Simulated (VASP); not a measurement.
Runs of VASP 6.6.1 on WC. The structure is that of space group Fm-3m (No. 225), or close to it. The cells are those of the table. 

```tsv
cell	gap on the mesh (eV)	pressure (GPa)
a = 3.225 Å, angles 60.0°, 2 atoms	none	(b)
a = 3.040, b = 3.040, c = 2.977 Å, angles 60.7, 60.7, 58.6°, 2 atoms	none	26.7
a = 3.040, b = 3.040, c = 3.101 Å, angles 59.3, 59.3, 61.3°, 2 atoms	none	(a)
a = 2.853 Å, angles 60.0°, 2 atoms	none	142.3
a = 2.977 Å, angles 60.0°, 2 atoms	none	47.1
a = 3.103, b = 3.103, c = 2.977 Å, angles 61.3, 61.3, 57.3°, 2 atoms	none	12.7
a = 3.349 Å, angles 60.0°, 2 atoms	none	-56.9
```

Alike in all rows: task single point; level PBEsol; potentials or basis VASP PAW PBE potentials, release 64 (W_sv, C); no spin polarisation; k mesh 18 × 18 × 18; cutoff (eV) 520; smearing gaussian 0.15 eV.

Problem. Estimate the missing entries.

Solution. (a) 8.0; (b) -40.7.

Caveats: the PAW data sets were made with another functional, which shifts forces and pressure a little; spin-orbit coupling is left out, which moves the levels of the heavy elements.

A k mesh can miss the band edges, and the runs leave out spin-orbit coupling on W.

A gap of «none» marks levels without a gap at the run's occupations.
